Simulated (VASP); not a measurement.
# BP (F-43m) in VASP: further runs, part 2 of 2

VASP 6.6.1. Earlier steps stand in the parts before.

## Step 4: Single point, PBE (volume changed by +5%)

The input, INCAR:

```
PREC     = Accurate       # precision mode
ENCUT    = 520            # plane-wave cutoff, eV
EDIFF    = 1E-6           # SCF threshold, eV
ISMEAR   = 0              # smearing method
SIGMA    = 0.01           # smearing width, eV
LREAL    = False          # projectors in reciprocal space
LASPH    = True           # aspherical terms in the spheres
NELM     = 100            # most SCF steps
ALGO     = Normal         # electronic algorithm
ISIF     = 2              # what is computed and relaxed
LWAVE    = False          # write WAVECAR
LCHARG   = True           # write CHGCAR
GGA      = PE             # functional
LELF     = True           # ELF
LVHAR    = True         
NBANDS   = 11             # bands
```

The input, KPOINTS:

```
regular mesh
0
Gamma
  6 6 6
```

The input, POSCAR:

```
BP
1.0
    0.0000000000      2.3055075845      2.3055075845
    2.3055075845      0.0000000000      2.3055075845
    2.3055075845      2.3055075845      0.0000000000
B P
1 1
Direct
    0.0000000000      0.0000000000      0.0000000000
    0.2500000000      0.2500000000      0.2500000000
```

Potentials or basis: VASP PAW PBE potentials, release 64 (B, P).

On the command line:

```
$ cat potpaw_PBE.64/B/POTCAR potpaw_PBE.64/P/POTCAR > POTCAR
$ mpirun -np 1 vasp_std > vasp.out
```

OUTCAR:

```text
PREC = Accurate
   ENCUT = 520
   EDIFF = 1E-6
   ISMEAR = 0
   LREAL = False
   LASPH = True
   NELM = 100
   ISIF = 2
   GGA = PE

 ion  position               nearest neighbor table
   1  0.000  0.000  0.000-   2 2.00   2 2.00   2 2.00   2 2.00
   2  0.250  0.250  0.250-   1 2.00   1 2.00   1 2.00   1 2.00

  LATTYP: Found a face centered cubic cell.
 ALAT       =     4.6110151690

  Lattice vectors:

 A1 = (   0.0000000000,   2.3055075845,   2.3055075845)
 A2 = (   2.3055075845,   0.0000000000,   2.3055075845)
 A3 = (   2.3055075845,   2.3055075845,   0.0000000000)

Analysis of symmetry for initial positions (statically):
=====================================================================
 Subroutine PRICEL returns:
 Original cell was already a primitive cell.

 Routine SETGRP: Setting up the symmetry group for a
 face centered cubic supercell.

 Subroutine GETGRP returns: Found 24 space group operations
 (whereof 24 operations were pure point group operations)
 out of a pool of 48 trial point group operations.

The static configuration has the point symmetry T_d .

Analysis of symmetry for dynamics (positions and initial velocities):
=====================================================================
 Subroutine PRICEL returns:
 Original cell was already a primitive cell.

 Routine SETGRP: Setting up the symmetry group for a
 face centered cubic supercell.

 Subroutine GETGRP returns: Found 24 space group operations
 (whereof 24 operations were pure point group operations)
 out of a pool of 48 trial point group operations.

The dynamic configuration has the point symmetry T_d .

 Subroutine INISYM returns: Found 24 space group operations
 (whereof 24 operations are pure point group operations),
 and found     1 'primitive' translations

----------------------------------------------------------------------------------------

                                     Primitive cell

  volume of cell :      24.5092

  direct lattice vectors                    reciprocal lattice vectors
     0.000000000  2.305507584  2.305507584    -0.216871982  0.216871982  0.216871982
     2.305507584  0.000000000  2.305507584     0.216871982 -0.216871982  0.216871982
     2.305507584  2.305507584  0.000000000     0.216871982  0.216871982 -0.216871982

  length of vectors
     3.260480094  3.260480094  3.260480094     0.375633292  0.375633292  0.375633292

  position of ions in fractional coordinates (direct lattice)
     0.000000000  0.000000000  0.000000000
     0.250000000  0.250000000  0.250000000

  ion indices of the primitive-cell ions
   primitive index   ion index
                 1           1
                 2           2

----------------------------------------------------------------------------------------

 KPOINTS: regular mesh

Automatic generation of k-mesh.
 Grid dimensions read from file:
 generate k-points for:    6    6    6

 Generating k-lattice:

  Cartesian coordinates                     Fractional coordinates (reciprocal lattice)
    -0.036145330  0.036145330  0.036145330     0.166666667  0.000000000  0.000000000
     0.036145330 -0.036145330  0.036145330     0.000000000  0.166666667  0.000000000
     0.036145330  0.036145330 -0.036145330     0.000000000  0.000000000  0.166666667

  Length of vectors
     0.062605549  0.062605549  0.062605549

  Shift w.r.t. Gamma in fractional coordinates (k-lattice)
     0.000000000  0.000000000  0.000000000

 Subroutine IBZKPT returns following result:
 ===========================================

 Found     16 irreducible k-points:

 Following reciprocal coordinates:
            Coordinates               Weight
  0.000000  0.000000  0.000000      1.000000
  0.166667  0.000000  0.000000      8.000000
  0.333333  0.000000  0.000000      8.000000
  0.500000  0.000000  0.000000      4.000000
  0.166667  0.166667  0.000000      6.000000
  0.333333  0.166667  0.000000     24.000000
[... 8 lines left out ...]
 -0.333333  0.333333  0.166667     24.000000
 -0.333333  0.500000  0.166667     12.000000
   k-points           NKPTS =     16   k-points in BZ     NKDIM =     16   number of bands    NBANDS=     11
   number of dos      NEDOS =    301   number of ions     NIONS =      2
   total plane-waves  NPLWV =  13824
   dimension x,y,z NGX =    24 NGY =   24 NGZ =   24
   dimension x,y,z NGXF=    48 NGYF=   48 NGZF=   48
   ions per type =               1   1
   NGX,Y,Z   is equivalent  to a cutoff of  12.24, 12.24, 12.24 a.u.
   NGXF,Y,Z  is equivalent  to a cutoff of  24.47, 24.47, 24.47 a.u.
 SYSTEM =  unknown system
   PREC   = accura    normal or accurate (medium, high low for compatibility)
   ISTART =      0    job   : 0-new  1-cont  2-samecut
   ICHARG =      2    charge: 1-file 2-atom 10-const
   ISPIN  =      1    spin polarized calculation?
   LNONCOLLINEAR =      F non collinear calculations
   LSORBIT =      F    spin-orbit coupling
   LASPH  =      T    aspherical Exc in radial PAW
   ENCUT  =  520.0 eV  38.22 Ry    6.18 a.u.   6.06  6.06  6.06*2*pi/ulx,y,z
   NELM   =    100;   NELMIN=  2; NELMDL= -5     # of ELM steps
   EDIFF  = 0.1E-05   stopping-criterion for ELM
   LREAL  =      F    real-space projection
   EDIFFG = 0.1E-04   stopping-criterion for IOM
   NSW    =      0    number of steps for IOM
   IBRION =     -1    ionic relax: 0-MD 1-quasi-New 2-CG
   NFREE  =      0    steps in history (QN), initial steepest desc. (CG)
   ISIF   =      2    stress and relaxation
   ISYM   =      2    0-nonsym 1-usesym 2-fastsym
   POTIM  = 0.5000    time-step for ionic-motion
   TEBEG  =    0.0;   TEEND  =   0.0 temperature during run
   PSTRESS=    0.0 pullay stress
   NELECT =       8.0000    total number of electrons
   NUPDOWN=      -1.0000    fix difference up-down
   EMIN   =  10.00;   EMAX   =-10.00  energy-range for DOS
   EFERMI =   0.00;   METHOD = LEGACY
   ISMEAR =     0;   SIGMA  =   0.01  broadening in eV -4-tet -1-fermi 0-gaus
   EFERMI_NEDOS =   21; number of points for ismear=-14 and -15
   IALGO  =     38    algorithm
   IMIX   =      4    mixing-type and parameters
     AMIX     =   0.40;   BMIX     =  1.00
     AMIX_MAG =   1.60;   BMIX_MAG =  1.00
  volume/ion in A,a.u.               =      12.25        82.70
  Fermi-wavevector in a.u.,A,eV,Ry     =   1.127184  2.130070 17.286807  1.270544
  Thomas-Fermi vector in A             =   2.263869
   LORBIT       =      0    0 simple, 1 ext, 2 COOP (PROOUT), +10 PAW based schemes
   GGA     = PE    functional components
   LHFCALC =     F    Hartree Fock is set to
   AEXX    =    0.0000 exact exchange contribution
   IVDW    =     0    specifies the selected vdW correction
   LEPSILON=     F    determine dielectric tensor
   LRPA    =     F    only Hartree local field effects (RPA)
 non-spin polarized calculation
 Gauss-broadening in eV      SIGMA  =   0.01
  energy-cutoff  :      520.00
  volume of cell :       24.51
 maximum number of plane-waves:       680
   NGX = 13   NGY = 13   NGZ = 13

 number of electron       7.9999999 magnetization

 Free energy of the ion-electron system (eV)
  ---------------------------------------------------
  ext. energy  EPLUGINS =         0.00000000
  ---------------------------------------------------
  free energy    TOTEN  =       -12.89428231 eV

  energy without entropy =      -12.89428231  energy(sigma->0) =      -12.89428231

 E-fermi :   6.9410     XC(G=0): -10.6992

 val. band max:        6.8812293711   @ k =   0.0000   0.0000   0.0000
 cond. band min:       8.3024708710   @ k =   0.5000   0.5000   0.0000
 fundamental gap:      1.4212414999
 Fermi energy:         6.9409529995

 k-point     1 :       0.0000    0.0000    0.0000
  band No.  band energies     occupation
      1      -8.1598      2.00000
      2       6.8812      2.00000
      3       6.8812      2.00000
      4       6.8812      2.00000
      5      10.2134      0.00000
      6      10.2134      0.00000
      7      10.2134      0.00000
      8      13.5382      0.00000
      9      18.0799      0.00000
     10      18.8732      0.00000
     11      18.8732      0.00000
[... 197 lines left out ...]
 k-point    16 :      -0.3333    0.5000    0.1667
  band No.  band energies     occupation
      1      -3.3819      2.00000
      2      -1.1282      2.00000
      3       1.8239      2.00000
      4       1.9532      2.00000
      5      10.7184      0.00000
      6      11.2502      0.00000
      7      15.7158      0.00000
      8      16.3212      0.00000
      9      19.4721      0.00000
     10      22.6735      0.00000
     11      22.7258      0.00000

------------------------ aborting loop because EDIFF is reached ----------------------------------------

  FORCE on cell =-STRESS in cart. coord.  units (eV):
  Direction    XX          YY          ZZ          XY          YZ          ZX
  --------------------------------------------------------------------------------------
  -------------------------------------------------------------------------------------
  Total       -0.9524114     -0.9524114     -0.9524114      0.0000000      0.0000000     -0.0000000
  in kB      -62.2594847    -62.2594847    -62.2594847      0.0000000      0.0000000     -0.0000000
  external PRESSURE =     -62.2594847 kB  Pullay stress =       0.0000000 kB

 VOLUME and BASIS-vectors are now :
 -----------------------------------------------------------------------------
  energy-cutoff  :      520.00
  volume of cell :       24.51
      direct lattice vectors                 reciprocal lattice vectors
     0.000000000  2.305507584  2.305507584    -0.216871982  0.216871982  0.216871982
     2.305507584  0.000000000  2.305507584     0.216871982 -0.216871982  0.216871982
     2.305507584  2.305507584  0.000000000     0.216871982  0.216871982 -0.216871982

 POSITION                                       TOTAL-FORCE (eV/Angst)
 -----------------------------------------------------------------------------------
      0.00000      0.00000      0.00000         0.000000      0.000000      0.000000
      1.15275      1.15275      1.15275        -0.000000     -0.000000     -0.000000
 -----------------------------------------------------------------------------------
    total drift:                                0.000000      0.000000      0.000000

  FREE ENERGIE OF THE ION-ELECTRON SYSTEM (eV)
  ---------------------------------------------------
  free  energy   TOTEN  =       -12.8942823062 eV

  energy  without entropy=      -12.8942823062  energy(sigma->0) =      -12.89428231
```

It took 3.5 s on 1 thread of AMD EPYC 9R45 (Zen 5), shared host; peak memory 0.1 GiB.

What came out:

| Item | Value |
| --- | --- |
| Free energy | -12.8943 eV |
| Pressure | -6.2 GPa |
| Band gap on the k mesh | 1.42 eV, indirect (least direct gap 3.33 eV) |

Levels at points of the mesh, in eV from the valence-band top:
```tsv
k point	band 1	band 2	band 3	band 4	band 5	band 6	band 7	band 8
(0.00, 0.00, 0.00)	-15.04	0.00	0.00	0.00	3.33	3.33	3.33	6.66
(0.50, 0.00, 0.00)	-11.90	-8.70	-1.70	-1.70	3.50	4.68	4.68	9.96
(0.50, 0.50, 0.00)	-10.44	-8.34	-3.94	-3.94	1.42	1.70	11.68	11.68
```

 A k mesh can miss the band edges.

## Step 5: Single point, PBE (volume changed by +10%)

The input, INCAR:

```
PREC = Accurate
ENCUT = 520
EDIFF = 1E-7
ISMEAR = 0
SIGMA = 0.01
LREAL = False
LASPH = True
NELM = 100
ALGO = Normal
ISIF = 2
LWAVE = False
LCHARG = True
GGA = PE
LELF = True
LVHAR = True
NBANDS = 11
```

The input, KPOINTS:

```
Automatic mesh
0
Gamma
  6 6 6
```

The input, POSCAR:

```
BP
1.0
    0.0000000000      2.3415369600      2.3415369600
    2.3415369600      0.0000000000      2.3415369600
    2.3415369600      2.3415369600      0.0000000000
B P
1 1
Direct
    0.0000000000      0.0000000000      0.0000000000
    0.2500000000      0.2500000000      0.2500000000
```

On the command line:

```
$ cat potpaw_PBE.64/B/POTCAR potpaw_PBE.64/P/POTCAR > POTCAR
$ mpirun -np 1 vasp_std > vasp.out
```

It took 5.3 s on 1 thread of AMD EPYC 9R45 (Zen 5), shared host; peak memory 0.11 GiB.

It converged, with:

```
Free energy            : -12.8274 eV
Pressure               : -12.1 GPa
Band gap on the k mesh : 1.47 eV, indirect (least direct gap 3.28 eV)
```

Levels at points of the mesh, in eV from the valence-band top:
```tsv
k point	band 1	band 2	band 3	band 4	band 5	band 6	band 7	band 8	band 9
(0.00, 0.00, 0.00)	-14.64	0.00	0.00	0.00	3.28	3.28	3.28	5.98	10.91
(0.50, 0.00, 0.00)	-11.67	-8.38	-1.64	-1.64	3.24	4.65	4.65	9.79	13.97
(0.50, 0.50, 0.00)	-10.28	-8.11	-3.78	-3.78	1.50	1.75	11.25	11.25	14.14
```

## Step 6: Summary

```csv
cell,gap on the mesh (eV),pressure (GPa)
"a = 3.154 Å, angles 60.0°, 2 atoms",1.22,10.6
"a = 3.097 Å, angles 60.0°, 2 atoms",1.10,22.5
"a = 3.260 Å, angles 60.0°, 2 atoms",1.42,-6.2
"a = 3.311 Å, angles 60.0°, 2 atoms",1.47,-12.1
```

Alike in all rows: task single point; level PBE; potentials or basis VASP PAW PBE potentials, release 64 (B, P); no spin polarisation; k mesh 6 × 6 × 6; cutoff (eV) 520; smearing gaussian 0.01 eV.

Absolute energies hang on the potentials; compare differences alone.
